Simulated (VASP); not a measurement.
A run of VASP 6.6.1 is set up as follows.

The input INCAR:

```
SYSTEM = Zr3TiN4
PREC = Accurate ; ENCUT = 520
EDIFF = 1E-6 ; ISMEAR = 0
SIGMA = 0.2 ; LREAL = .False.
LASPH = .True. ; NELM = 80
ALGO = Normal ; ISIF = 2
LWAVE = .False. ; LCHARG = .False.
GGA = PE ; NBANDS = 44
```

File KPOINTS:

```
regular mesh
0
Gamma
  6 6 6
  0 0 0
```

The input POSCAR:

```
Zr3TiN4
1.0
    4.5272824000      0.0000000000      0.0000000000
    0.0000000000      4.5272824000      0.0000000000
    0.0000000000      0.0000000000      4.5272824000
Zr Ti N
3 1 4
Direct
    0.0000000000      0.0000000000      0.5000000000
    0.5000000000      0.0000000000      0.0000000000
    0.0000000000      0.5000000000      0.0000000000
    0.5000000000      0.5000000000      0.5000000000
    0.5000000000      0.5000000000      0.0000000000
    0.0000000000      0.5000000000      0.5000000000
    0.5000000000      0.0000000000      0.5000000000
    0.0000000000      0.0000000000      0.0000000000
```

Potentials or basis: VASP PAW PBE potentials, release 64 (Zr_sv, Ti_sv, N).

Launch:

```sh
$ cat potpaw_PBE.64/Zr_sv/POTCAR potpaw_PBE.64/Ti_sv/POTCAR potpaw_PBE.64/N/POTCAR > POTCAR
$ mpirun -np 1 vasp_std > vasp.out
```

**Question.** Estimate the band gap on the k mesh.

**Answer.** Zero (bands 34 and 35 overlap by 3.80 eV).

**Question.** Predict the pressure.

**Answer.** 0.4 GPa.
